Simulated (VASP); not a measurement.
Write the native input for VASP 6.6.1 that does the following.

| Property | Result |
| --- | --- |
| Task | single point |
| Functional | r2SCAN |
| Potentials or basis | VASP PAW PBE potentials, release 64 (Ga_d, As) |
| Cutoff | 550 eV |
| k mesh | 8 × 8 × 8 |
| Occupations | fermi-dirac, width 0.02 eV |
| Spin | no spin polarisation |
| Dipole correction | no |
| Further INCAR settings | ALGO = Normal; EDIFF = 1e-06; NBANDS = 16 |

GaAs:

```xyz
2
Lattice="0.0000 2.6645 2.6645 2.6645 0.0000 2.6645 2.6645 2.6645 0.0000" Properties=species:S:1:pos:R:3 pbc="T T T"
Ga    0.0000    0.0000    0.0000
As    2.6645    2.6645    2.6645
```

The input as run:

POSCAR

```
GaAs
1.0
    0.0000000000      2.6645247171      2.6645247171
    2.6645247171      0.0000000000      2.6645247171
    2.6645247171      2.6645247171      0.0000000000
Ga As
1 1
Direct
    0.0000000000      0.0000000000      0.0000000000
    0.5000000000      0.5000000000      0.5000000000
```

INCAR.step1

```
SYSTEM = GaAs
ALGO     = Normal         ! electronic algorithm
EDIFF    = 1E-5           ! SCF threshold, eV
ENCUT    = 550            ! plane-wave cutoff, eV
GGA      = PE             ! functional
GGA_COMPAT= .FALSE.      
ISMEAR   = -1             ! smearing method
LASPH    = .TRUE.         ! aspherical terms in the spheres
LCHARG   = .FALSE.        ! write CHGCAR
LREAL    = .FALSE.        ! projectors in reciprocal space
LWAVE    = .TRUE.         ! write WAVECAR
NBANDS   = 16             ! bands
NELM     = 120            ! most SCF steps
PREC     = Accurate       ! precision mode
SIGMA    = 0.02           ! smearing width, eV
```

INCAR.step2

```
SYSTEM = GaAs
ALGO     = Normal         ! electronic algorithm
EDIFF    = 1E-6           ! SCF threshold, eV
ENCUT    = 550            ! plane-wave cutoff, eV
GGA_COMPAT= .FALSE.      
ISIF     = 2              ! what is computed and relaxed
ISMEAR   = -1             ! smearing method
ISTART   = 1            
LASPH    = .TRUE.         ! aspherical terms in the spheres
LCHARG   = .FALSE.        ! write CHGCAR
LMIXTAU  = .TRUE.       
LREAL    = .FALSE.        ! projectors in reciprocal space
LWAVE    = .FALSE.        ! write WAVECAR
METAGGA  = R2SCAN         ! meta-GGA
NBANDS   = 16             ! bands
NELM     = 120            ! most SCF steps
PREC     = Accurate       ! precision mode
SIGMA    = 0.02           ! smearing width, eV
```

KPOINTS

```
k-points
0
G
  8 8 8
  0 0 0
```

Potentials or basis: VASP PAW PBE potentials, release 64 (Ga_d, As).

Launch:

```sh
$ cat potpaw_PBE.64/Ga_d/POTCAR potpaw_PBE.64/As/POTCAR > POTCAR
$ cp INCAR.step1 INCAR
$ mpirun -np 1 vasp_std > vasp.out
$ cp INCAR.step2 INCAR
$ mpirun -np 1 vasp_std > vasp.out
```

Results of the run:

| Property | Result |
| --- | --- |
| Pressure | 0.0 GPa |
| Band gap on the k mesh | zero (bands 9 and 10 overlap by 3.31 eV) |

Caveat: the PAW data sets were made with another functional, which shifts forces and pressure a little.

Wall time 120 s on 1 thread of Intel Xeon 8259CL, on a shared host, peak memory 0.18 GiB.
